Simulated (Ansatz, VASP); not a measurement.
BaTiO3: VASP beside Ansatz

INCAR

```
PREC = Accurate
ENCUT = 910
EDIFF = 1E-6
ISMEAR = 0
SIGMA = 0.01
LREAL = False
LASPH = True
NELM = 120
ALGO = Normal
ISIF = 2
LWAVE = False
LCHARG = False
GGA = PE
NBANDS = 28
GGA_COMPAT = False
```

Contents of KPOINTS:

```
Automatic mesh
0
Gamma
  6 6 6
```

The input POSCAR:

```
BaTiO3
1.0
    3.9786494030      0.0000000000      0.0000000000
    0.0000000000      3.9786494030      0.0000000000
    0.0000000000      0.0000000000      3.9786494030
Ba Ti O
1 1 3
Direct
    0.5000000000      0.5000000000      0.5000000000
    0.0000000000      0.0000000000      0.0000000000
    0.5000000000      0.0000000000      0.0000000000
    0.0000000000      0.5000000000      0.0000000000
    0.0000000000      0.0000000000      0.5000000000
```

Input for Ansatz:

```yaml
crystal:
  lattice:
    - [3.978649403, 0.0, 0.0]
    - [0.0, 3.978649403, 0.0]
    - [0.0, 0.0, 3.978649403]
  atoms:
    - { symbol: Ba, position: [0.5, 0.5, 0.5] }
    - { symbol: Ti, position: [0.0, 0.0, 0.0] }
    - { symbol: O, position: [0.5, 0.0, 0.0] }
    - { symbol: O, position: [0.0, 0.5, 0.0] }
    - { symbol: O, position: [0.0, 0.0, 0.5] }
kpoints:
  mp_grid: { grid: [6, 6, 6] }
hamiltonian:
  xc: pbe
scf:
  occupations: { method: fixed }
  n_extra_bands: 5
output:
  forces: true
  stress: true
  eigenvalues: true
```

Alike in both runs: task single point; functional PBE; k mesh 6 × 6 × 6; no spin polarisation.

|  | VASP | Ansatz |
| --- | --- | --- |
| version | VASP 6.6.1 | Ansatz 0.2.0 |
| potentials or method | VASP PAW PBE potentials, release 64 (Ba_sv, Ti_sv, O_h) | plane waves, PAW |
| plane-wave cutoff (eV) | 910 | 420 |
| occupations | gaussian, width 0.01 eV | fixed |
| valence electrons in the cell | 40 | 40 |

VASP gave:

```
gap on the k mesh at the Fermi level (eV) : 1.78
```

Question: What did Ansatz give for the same quantities?

Answer: gap on the k mesh at the Fermi level (eV): 1.85.

Neither program's run includes spin-orbit coupling. Noted on VASP's run: the cutoff is short for stress, so the pressure is rough.
